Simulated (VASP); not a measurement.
A run of VASP 6.6.1 is set up as follows.

Contents of INCAR:

```
SYSTEM = SnO2
  ALGO = Normal
  EDIFF = 1E-7
  ENCUT = 520
  ISIF = 2
  ISMEAR = 0
  LASPH = .TRUE.
  LCHARG = .TRUE.
  LELF = .TRUE.
  LREAL = .FALSE.
  LUSENCCL = .FALSE.
  LVHAR = .TRUE.
  LWAVE = .FALSE.
  NBANDS = 64
  NELM = 60
  PREC = Accurate
  SIGMA = 0.02
```

KPOINTS

```
k-points
0
G
  6 6 6
  0 0 0
```

File POSCAR:

```
SnO2
1.0
    4.7034523208      0.0000000000      0.0000000000
    0.0000000000      5.6951729271      0.0000000000
    0.0000000000      0.0000000000      5.2043295035
Sn O
4 8
Direct
    0.5000000000      0.6673206304      0.7500000000
    0.0000000000      0.8326793696      0.2500000000
    0.5000000000      0.3326793696      0.2500000000
    0.0000000000      0.1673206304      0.7500000000
    0.7310207142      0.6049099314      0.0776301508
    0.2310207142      0.8950900686      0.9223698492
    0.7689792858      0.8950900686      0.5776301508
    0.2689792858      0.6049099314      0.4223698492
    0.7310207142      0.3950900686      0.5776301508
    0.2310207142      0.1049099314      0.4223698492
    0.7689792858      0.1049099314      0.0776301508
    0.2689792858      0.3950900686      0.9223698492
```

Potentials or basis: VASP PAW LDA potentials, release 64 (Sn_d, O).

The run is started by

```sh
$ cat potpaw_LDA.64/Sn_d/POTCAR potpaw_LDA.64/O/POTCAR > POTCAR
$ mpirun -np 1 vasp_std > vasp.out
```

Question: Estimate the largest force.

Answer: 0.019 eV/Å.

Question: Predict the pressure.

Answer: 1.1 GPa.

Question: What does it give for the band gap on the k mesh?

Answer: 1.54 eV, direct.

Forces on the atoms (eV/Å):
```
Sn   0.000  0.019  0.000
Sn   0.000 -0.019  0.000
Sn   0.000 -0.019  0.000
Sn   0.000  0.019  0.000
O    0.013 -0.009  0.005
O    0.013  0.009 -0.005
O   -0.013  0.009  0.005
O   -0.013 -0.009 -0.005
O    0.013  0.009  0.005
O    0.013 -0.009 -0.005
O   -0.013 -0.009  0.005
O   -0.013  0.009 -0.005
```

Caveat: spin-orbit coupling is left out, which moves the levels of the heavy elements. A hybrid or GW would open this gap; LDA tends to underestimate it.
